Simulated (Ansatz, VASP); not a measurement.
# Cd2HgS3 in VASP and in Ansatz

```
CELL_PARAMETERS angstrom
4.20842 0.00000 0.00000
-2.10421 3.64460 0.00000
0.00000 0.00000 10.29015
ATOMIC_POSITIONS crystal
Cd 0.00000 0.00000 0.00202
Cd 0.66667 0.33333 0.33251
Hg 0.33333 0.66667 0.66595
S 0.00000 0.00000 0.75275
S 0.33333 0.66667 0.41363
S 0.66667 0.33333 0.08313
```

Alike in both runs: functional PBE; k mesh 6 × 6 × 2; occupations gaussian, width 0.1 eV; no spin polarisation.

Ansatz relaxed the structure, and its values are those at the end. VASP's run is a single point on that final structure, the one shown.

|  | VASP | Ansatz |
| --- | --- | --- |
| version | VASP 6.6.1 | Ansatz 0.2.0 |
| potentials or method | VASP PAW PBE potentials, release 64 (Cd, Hg, S), cutoff 520 eV | scalar-relativistic, plane waves, PAW |
| valence electrons in the cell | 54 | 78 |

|  | VASP | Ansatz | Ansatz less VASP |
| --- | --- | --- | --- |
| gap on the k mesh at the Fermi level (eV) | 0.36 | 0.36 | +0.001 |
| least direct gap on the mesh (eV) | 0.36 | 0.36 | +0.001 |
| pressure (GPa) | 0.3 | 0.0 | -0.27 |
| rms of the force components (eV/Å) | 0.015 | 0.014 | -0.0008 |

With one functional, cell and mesh, what is left measures potentials, basis and numerics. VASP's potentials hold 54 valence electrons a cell and Ansatz's 78, so a difference there can come from the potentials and not from the codes.

Neither program's run includes spin-orbit coupling.
